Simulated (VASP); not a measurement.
# HfO2 in VASP: a series of runs, part 3 of 3

VASP 6.6.1.

## 5. Single point, PBEsol (atoms moved at random and the cell strained at random)

INCAR reads:

```
PREC     = Accurate       # precision mode
ENCUT    = 520            # plane-wave cutoff, eV
EDIFF    = 1E-6           # SCF threshold, eV
ISMEAR   = 0              # smearing method
SIGMA    = 0.02           # smearing width, eV
LREAL    = False          # projectors in reciprocal space
LASPH    = True           # aspherical terms in the spheres
NELM     = 60             # most SCF steps
ALGO     = Normal         # electronic algorithm
ISIF     = 2              # what is computed and relaxed
LWAVE    = False          # write WAVECAR
LCHARG   = False          # write CHGCAR
GGA      = PS             # functional
NBANDS   = 18             # bands
```

KPOINTS reads:

```
Automatic mesh
0
Gamma
  8 8 8
```

POSCAR reads:

```
HfO2
1.0
    0.0276977250      2.5860417000      2.6009007750
    2.6068341750      0.0210738000      2.6075247000
    2.6302864500      2.6161179000     -0.0023784750
Hf O
1 2
Direct
   -0.0040449658     -0.0043538612      0.0035640274
    0.2580469208      0.2442952102      0.2440136852
    0.7460000000      0.7600606061      0.7524203324
```

Potentials or basis: VASP PAW PBE potentials, release 64 (Hf_pv, O).

Command:

```
$ cat potpaw_PBE.64/Hf_pv/POTCAR potpaw_PBE.64/O/POTCAR > POTCAR
$ mpirun -np 1 vasp_std > vasp.out
```

OUTCAR:

```text
PREC = Accurate
   ENCUT = 520
   EDIFF = 1E-6
   ISMEAR = 0
   LREAL = False
   LASPH = True
   NELM = 60
   ISIF = 2
   GGA = PS

 ion  position               nearest neighbor table
   1  0.996  0.996  0.004-   2 2.20   3 2.23   3 2.23   2 2.24   3 2.27   2 2.27   3 2.28   2 2.30

   2  0.258  0.244  0.244-   1 2.20   1 2.24   1 2.27   1 2.30
   3  0.746  0.760  0.752-   1 2.23   1 2.23   1 2.27   1 2.28

  LATTYP: Found a triclinic cell.
 ALAT       =     6.3260232846
 B/A-ratio  =     0.5749980254
 C/A-ratio  =     0.5864319837
 COS(alpha) =     0.0054537306
 COS(beta)  =     0.2984477325
 COS(gamma) =     0.8626064884

  Lattice vectors:

 A1 = (  -5.1817251750,   2.5348917000,   2.5966553250)
 A2 = (  -2.5791364500,   2.5649679000,  -0.0066239250)
 A3 = (  -2.6302864500,  -2.6161179000,   0.0023784750)

Analysis of symmetry for initial positions (statically):
=====================================================================
 Subroutine PRICEL returns:
 Original cell was already a primitive cell.

 Routine SETGRP: Setting up the symmetry group for a
 triclinic supercell.

 Subroutine GETGRP returns: Found  1 space group operations
 (whereof  1 operations were pure point group operations)
 out of a pool of  2 trial point group operations.

The static configuration has the point symmetry C_1 .

Analysis of symmetry for dynamics (positions and initial velocities):
=====================================================================
 Subroutine PRICEL returns:
 Original cell was already a primitive cell.

 Routine SETGRP: Setting up the symmetry group for a
 triclinic supercell.

 Subroutine GETGRP returns: Found  1 space group operations
 (whereof  1 operations were pure point group operations)
 out of a pool of  2 trial point group operations.

The dynamic configuration has the point symmetry C_1 .

 Subroutine INISYM returns: Found  1 space group operations
 (whereof  1 operations are pure point group operations),
 and found     1 'primitive' translations

----------------------------------------------------------------------------------------

                                     Primitive cell

  volume of cell :      35.1570

  direct lattice vectors                    reciprocal lattice vectors
     0.027697725  2.586041700  2.600900775    -0.194033848  0.195259637  0.192404392
     2.606834175  0.021073800  2.607524700     0.193714473 -0.194589578  0.191414958
     2.630286450  2.616117900 -0.002378475     0.190242696  0.190798426 -0.191734333

  length of vectors
     3.667841829  3.687168776  3.709782383     0.335849535  0.334708960  0.330693782

  position of ions in fractional coordinates (direct lattice)
     0.995955034  0.995646139  0.003564027
     0.258046921  0.244295210  0.244013685
     0.746000000  0.760060606  0.752420332

  ion indices of the primitive-cell ions
   primitive index   ion index
                 1           1
                 2           2
                 3           3

----------------------------------------------------------------------------------------

 KPOINTS: Automatic mesh

Automatic generation of k-mesh.
 Grid dimensions read from file:
 generate k-points for:    8    8    8

 Generating k-lattice:

  Cartesian coordinates                     Fractional coordinates (reciprocal lattice)
    -0.024254231  0.024407455  0.024050549     0.125000000  0.000000000 -0.000000000
     0.024214309 -0.024323697  0.023926870    -0.000000000  0.125000000 -0.000000000
     0.023780337  0.023849803 -0.023966792     0.000000000  0.000000000  0.125000000

  Length of vectors
     0.041981192  0.041838620  0.041336723

  Shift w.r.t. Gamma in fractional coordinates (k-lattice)
     0.000000000  0.000000000  0.000000000

 Subroutine IBZKPT returns following result:
 ===========================================

 Found    260 irreducible k-points:

 Following reciprocal coordinates:
            Coordinates               Weight
  0.000000  0.000000  0.000000      1.000000
  0.125000  0.000000 -0.000000      2.000000
  0.250000  0.000000 -0.000000      2.000000
  0.375000  0.000000 -0.000000      2.000000
  0.500000  0.000000 -0.000000      1.000000
 -0.000000  0.125000  0.000000      2.000000
[... 16 lines left out ...]
  0.125000  0.375000  0.000000      2.000000
  0.250000  0.375000  0.000000      2.000000
 [... further k-points ...]
   k-points           NKPTS =    260   k-points in BZ     NKDIM =    260   number of bands    NBANDS=     18
   number of dos      NEDOS =    301   number of ions     NIONS =      3
   total plane-waves  NPLWV =  21952
   dimension x,y,z NGX =    28 NGY =   28 NGZ =   28
   dimension x,y,z NGXF=    56 NGYF=   56 NGZF=   56
   ions per type =               1   2
   NGX,Y,Z   is equivalent  to a cutoff of  12.69, 12.62, 12.55 a.u.
   NGXF,Y,Z  is equivalent  to a cutoff of  25.38, 25.25, 25.10 a.u.
 SYSTEM =  unknown system
   PREC   = accura    normal or accurate (medium, high low for compatibility)
   ISTART =      0    job   : 0-new  1-cont  2-samecut
   ICHARG =      2    charge: 1-file 2-atom 10-const
   ISPIN  =      1    spin polarized calculation?
   LNONCOLLINEAR =      F non collinear calculations
   LSORBIT =      F    spin-orbit coupling
   LASPH  =      T    aspherical Exc in radial PAW
   ENCUT  =  520.0 eV  38.22 Ry    6.18 a.u.   6.82  6.86  6.90*2*pi/ulx,y,z
   NELM   =     60;   NELMIN=  2; NELMDL= -5     # of ELM steps
   EDIFF  = 0.1E-05   stopping-criterion for ELM
   LREAL  =      F    real-space projection
   EDIFFG = 0.1E-04   stopping-criterion for IOM
   NSW    =      0    number of steps for IOM
   IBRION =     -1    ionic relax: 0-MD 1-quasi-New 2-CG
   NFREE  =      0    steps in history (QN), initial steepest desc. (CG)
   ISIF   =      2    stress and relaxation
   ISYM   =      2    0-nonsym 1-usesym 2-fastsym
   POTIM  = 0.5000    time-step for ionic-motion
   TEBEG  =    0.0;   TEEND  =   0.0 temperature during run
   PSTRESS=    0.0 pullay stress
   NELECT =      22.0000    total number of electrons
   NUPDOWN=      -1.0000    fix difference up-down
   EMIN   =  10.00;   EMAX   =-10.00  energy-range for DOS
   EFERMI =   0.00;   METHOD = LEGACY
   ISMEAR =     0;   SIGMA  =   0.02  broadening in eV -4-tet -1-fermi 0-gaus
   EFERMI_NEDOS =   21; number of points for ismear=-14 and -15
   IALGO  =     38    algorithm
   IMIX   =      4    mixing-type and parameters
     AMIX     =   0.40;   BMIX     =  1.00
     AMIX_MAG =   1.60;   BMIX_MAG =  1.00
  volume/ion in A,a.u.               =      11.72        79.08
  Fermi-wavevector in a.u.,A,eV,Ry     =   1.400270  2.646127 26.677722  1.960757
  Thomas-Fermi vector in A             =   2.523247
   LORBIT       =      0    0 simple, 1 ext, 2 COOP (PROOUT), +10 PAW based schemes
   GGA     = PS    functional components
   LHFCALC =     F    Hartree Fock is set to
   AEXX    =    0.0000 exact exchange contribution
   IVDW    =     0    specifies the selected vdW correction
   LEPSILON=     F    determine dielectric tensor
   LRPA    =     F    only Hartree local field effects (RPA)
 non-spin polarized calculation
 Gauss-broadening in eV      SIGMA  =   0.02
  energy-cutoff  :      520.00
  volume of cell :       35.16
 maximum number of plane-waves:       959
   NGX = 13   NGY = 13   NGZ = 13

 number of electron      22.0000000 magnetization

 Free energy of the ion-electron system (eV)
  ---------------------------------------------------
  ext. energy  EPLUGINS =         0.00000000
  ---------------------------------------------------
  free energy    TOTEN  =       -31.34555444 eV

  energy without entropy =      -31.34555444  energy(sigma->0) =      -31.34555444

 E-fermi :   3.7033     XC(G=0): -11.7022

 val. band max:        3.5361604692   @ k =   0.5000  -0.0000   0.5000
 cond. band min:       6.9716874895   @ k =   0.0000   0.5000   0.5000
 fundamental gap:      3.4355270202
 Fermi energy:         3.7032685178

 k-point     1 :       0.0000    0.0000    0.0000
  band No.  band energies     occupation
      1     -26.4885      2.00000
      2     -26.4739      2.00000
      3     -26.4607      2.00000
      4     -14.7291      2.00000
      5     -12.0005      2.00000
      6      -1.5146      2.00000
[... 481 lines left out ...]
      5     -12.7991      2.00000
      6      -1.1853      2.00000
[... 10 lines left out ...]
     17      12.5312      0.00000
     18      16.0451      0.00000

 [... further k-points ...]

------------------------ aborting loop because EDIFF is reached ----------------------------------------

  FORCE on cell =-STRESS in cart. coord.  units (eV):
  Direction    XX          YY          ZZ          XY          YZ          ZX
  --------------------------------------------------------------------------------------
  -------------------------------------------------------------------------------------
  Total       -5.0681013     -4.6384803     -5.1626919     -0.2019264      0.2210181     -0.0860370
  in kB     -230.9640758   -211.3853391   -235.2747663     -9.2022138     10.0722603     -3.9208880
  external PRESSURE =    -225.8747271 kB  Pullay stress =       0.0000000 kB

 VOLUME and BASIS-vectors are now :
 -----------------------------------------------------------------------------
  energy-cutoff  :      520.00
  volume of cell :       35.16
      direct lattice vectors                 reciprocal lattice vectors
     0.027697725  2.586041700  2.600900775    -0.194033848  0.195259637  0.192404392
     2.606834175  0.021073800  2.607524700     0.193714473 -0.194589578  0.191414958
     2.630286450  2.616117900 -0.002378475     0.190242696  0.190798426 -0.191734333

 POSITION                                       TOTAL-FORCE (eV/Angst)
 -----------------------------------------------------------------------------------
      2.63244      2.60589      5.18654        -0.004647      0.034836      0.049228
      1.28581      1.31084      1.30758         0.473960     -0.094420     -0.013581
      3.98110      3.91362      3.92036        -0.469313      0.059584     -0.035647
 -----------------------------------------------------------------------------------
    total drift:                                0.000079      0.000118     -0.000097

  FREE ENERGIE OF THE ION-ELECTRON SYSTEM (eV)
  ---------------------------------------------------
  free  energy   TOTEN  =       -31.3455544445 eV

  energy  without entropy=      -31.3455544445  energy(sigma->0) =      -31.34555444
```

It took 2.7 min on 1 thread of Intel Xeon 8259CL, shared host; peak memory 0.28 GiB.

What came out:

| Property | Result |
| --- | --- |
| Free energy | -31.3456 eV |
| Pressure | -22.6 GPa |
| Largest force | 0.483 eV/Å |
| Band gap on the k mesh | 3.44 eV (least direct gap 3.45 eV) |

Forces on the atoms (eV/Å):
```
Hf  -0.005  0.035  0.049
O    0.474 -0.094 -0.014
O   -0.469  0.060 -0.036
```

Levels at points of the mesh, in eV from the valence-band top:
| k point | band 7 | band 8 | band 9 | band 10 | band 11 | band 12 | band 13 | band 14 | band 15 | band 16 |
| --- | --- | --- | --- | --- | --- | --- | --- | --- | --- | --- |
| (0.00, 0.00, 0.00) | -5.00 | -4.91 | -0.67 | -0.63 | -0.57 | 3.55 | 3.59 | 5.00 | 9.24 | 9.44 |
| (0.50, 0.00, 0.00) | -3.87 | -3.15 | -2.57 | -1.97 | -1.78 | 4.15 | 4.33 | 6.29 | 8.28 | 8.37 |
| (0.00, 0.50, 0.00) | -4.07 | -2.92 | -2.71 | -1.79 | -1.67 | 4.17 | 4.27 | 6.29 | 8.53 | 8.65 |
| (0.50, 0.50, 0.00) | -3.43 | -3.29 | -1.56 | -1.34 | -0.06 | 3.45 | 5.00 | 5.87 | 7.28 | 7.57 |
| (0.00, 0.00, 0.50) | -4.03 | -2.91 | -2.70 | -1.84 | -1.64 | 4.10 | 4.28 | 6.14 | 8.56 | 8.63 |
| (0.50, 0.00, 0.50) | -3.38 | -3.35 | -1.51 | -1.46 | 0.00 | 3.45 | 5.00 | 5.92 | 7.41 | 7.52 |
| (0.00, 0.50, 0.50) | -3.39 | -3.32 | -1.62 | -1.30 | -0.04 | 3.44 | 5.00 | 5.84 | 7.16 | 7.72 |
| (0.50, 0.50, 0.50) | -3.90 | -3.07 | -2.60 | -1.93 | -1.77 | 4.15 | 4.24 | 6.12 | 8.31 | 8.50 |

Caveat: the cell differs from its parent crystal (atoms moved at random and the cell strained at random); the cell stands under tension; the PAW data sets were made with another functional, which shifts forces and pressure a little; spin-orbit coupling is left out, which moves the levels of the heavy elements.

## 6. Summary

| level | cell | gap on the mesh (eV) | pressure (GPa) | largest force (eV/Å) |
| --- | --- | --- | --- | --- |
| r2SCAN | a = 3.614 Å, angles 60.0°, 3 atoms, atomic positions A | 4.22 | -11.6 | - |
| PBEsol | a = 3.617 Å, angles 60.0°, 3 atoms, atomic positions B | 3.60 | -13.3 | 0.16 |
| PBEsol | a = 3.550, b = 3.510, c = 3.422 Å, angles 58.8, 59.9, 60.1°, 3 atoms, atomic positions C | 3.82 | 18.6 | 0.98 |
| PBEsol | a = 3.668, b = 3.687, c = 3.710 Å, angles 59.7, 59.9, 59.3°, 3 atoms, atomic positions D | 3.44 | -22.6 | 0.48 |

Alike in all rows: task single point; potentials or basis VASP PAW PBE potentials, release 64 (Hf_pv, O); no spin polarisation; k mesh 8 × 8 × 8; cutoff (eV) 520; smearing gaussian 0.02 eV.

Caveats: the PAW data sets were made with another functional, which shifts forces and pressure a little; spin-orbit coupling is left out, which moves the levels of the heavy elements; the cell stands under tension (at least some runs); the cell stands under pressure (at least some runs).

Absolute energies hang on the potentials; compare differences alone.
